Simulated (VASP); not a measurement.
CsBr, 2 atoms in the cell. Symmetry: Pm-3m, No. 221, cubic system. The conventional cell has a = 4.365 Å, b = 4.365 Å, c = 4.365 Å, α = 90.00°, β = 90.00°, γ = 90.00°. Cs (site symmetry m-3m) has 8 Br at 3.78 Å and 6 Cs at 4.37 Å within 5.0 Å. Br (site symmetry m-3m) has 8 Cs at 3.78 Å and 6 Br at 4.37 Å within 5.0 Å. 

```yaml
Program: VASP 6.6.1
Task: single point
Functional: r2SCAN
Potentials_or_basis: VASP PAW PBE potentials, release 64 (Cs_sv, Br)
Cutoff: 550 eV
k_mesh: 6 × 6 × 6
Occupations: gaussian, width 0.02 eV
Spin: no spin polarisation
Dipole_correction: no
Further_INCAR_settings: ALGO = Normal; EDIFF = 1e-06; NBANDS = 15
```

Potentials or basis: VASP PAW PBE potentials, release 64 (Cs_sv, Br).

Run with:

```bash
$ cat potpaw_PBE.64/Cs_sv/POTCAR potpaw_PBE.64/Br/POTCAR > POTCAR
$ cp INCAR.step1 INCAR
$ mpirun -np 1 vasp_std > vasp.out
$ cp INCAR.step2 INCAR
$ mpirun -np 1 vasp_std > vasp.out
```

Hardware: 1 thread of AMD EPYC 9R45 96-Core Processor (Zen 5), on a shared host.

Problem. How long does it take, and how much memory?

Solution. It took 66 s on 1 thread of AMD EPYC 9R45 96-Core Processor (Zen 5), on a shared host, peak memory 0.19 GiB. Counts: k points 20.
